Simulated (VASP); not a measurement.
Set up this calculation in VASP 6.6.1, as the native input.

- Task: single point
- Functional: PBEsol
- Potentials or basis: VASP PAW PBE potentials, release 64 (Cr_pv)
- Cutoff: 520 eV
- k mesh: 18 × 18 × 10
- Occupations: gaussian, width 0.1 eV
- Spin: no spin polarisation
- Dipole correction: no
- Further INCAR settings: ALGO = Normal; EDIFF = 1e-07; NBANDS = 19

The structure of Cr lies in POSCAR:

```
Cr
1.0
    2.4094096067      0.0000000000      0.0000000000
   -1.2047048034      2.0866099275      0.0000000000
    0.0000000000      0.0000000000      4.2939730151
Cr
2
Direct
    0.3333333333      0.6666666667      0.2500000000
    0.6666666667      0.3333333333      0.7500000000
```

This isn't the form of Cr at room conditions, which is bcc.

One way to write it, as run:

INCAR

```
PREC     = Accurate       # precision mode
ENCUT    = 520            # plane-wave cutoff, eV
EDIFF    = 1E-7           # SCF threshold, eV
ISMEAR   = 0              # smearing method
SIGMA    = 0.1            # smearing width, eV
LREAL    = F              # projectors in reciprocal space
LASPH    = T              # aspherical terms in the spheres
NELM     = 100            # most SCF steps
ALGO     = Normal         # electronic algorithm
ISIF     = 2              # what is computed and relaxed
LWAVE    = F              # write WAVECAR
LCHARG   = F              # write CHGCAR
GGA      = PS             # functional
NBANDS   = 19             # bands
```

KPOINTS

```
regular mesh
0
Gamma
  18 18 10
```

Potentials or basis: VASP PAW PBE potentials, release 64 (Cr_pv).

The run is started by

```console
$ cat potpaw_PBE.64/Cr_pv/POTCAR > POTCAR
$ mpirun -np 1 vasp_std > vasp.out
```

It gave:

```yaml
Pressure: 17.6 GPa
Band_gap_on_the_k_mesh: zero (bands 12 and 13 overlap by 1.45 eV)
```

Caveat: the cell stands under pressure; the PAW data sets were made with another functional, which shifts forces and pressure a little; the run has no spin polarisation, though such a crystal can be magnetic.

Run time: 110 s on 1 thread of Intel Xeon 8259CL (shared host), peak memory 0.19 GiB.
